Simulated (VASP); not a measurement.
Input of a VASP 6.6.1 run:

INCAR

```
PREC = Accurate ; ENCUT = 400
EDIFF = 1E-8 ; ISMEAR = -1
SIGMA = 0.05 ; LREAL = False
LASPH = True ; NELM = 120
ALGO = Normal ; ISIF = 2
LWAVE = False ; LCHARG = False
GGA = CA ; LEFG = True
NBANDS = 19 ; GGA_COMPAT = False
```

The input KPOINTS:

```
Automatic mesh
0
Gamma
  18 18 10
```

The input POSCAR:

```
Ti
1.0
    2.9499978604      0.0000000000      0.0000000000
   -1.4749989302      2.5547730882      0.0000000000
    0.0000000000      0.0000000000      4.6860000000
Ti
2
Direct
    0.3333333333      0.6666666667      0.2500000000
    0.6666666667      0.3333333333      0.7500000000
```

Potentials or basis: VASP PAW LDA potentials, release 64 (Ti_sv).

Launch:

```sh
$ cat potpaw_LDA.64/Ti_sv/POTCAR > POTCAR
$ mpirun -np 1 vasp_std > vasp.out
```

Question: Predict the pressure.

Answer: -10.7 GPa.

Question: Estimate the band gap on the k mesh.

Answer: Zero (band 12 reaches 8.66 eV, above the bottom of band 13 at 7.61 eV).

Electric field gradients, principal values (V/Å²):
```
atom   least  middle  greatest (by size)
1 Ti  -8.670  -8.676              17.345
2 Ti  -8.670  -8.676              17.345
```

Caveat: without QUAD_EFG the Cq values of the log hold for a quadrupole moment of 1 mb, not for the nuclei.
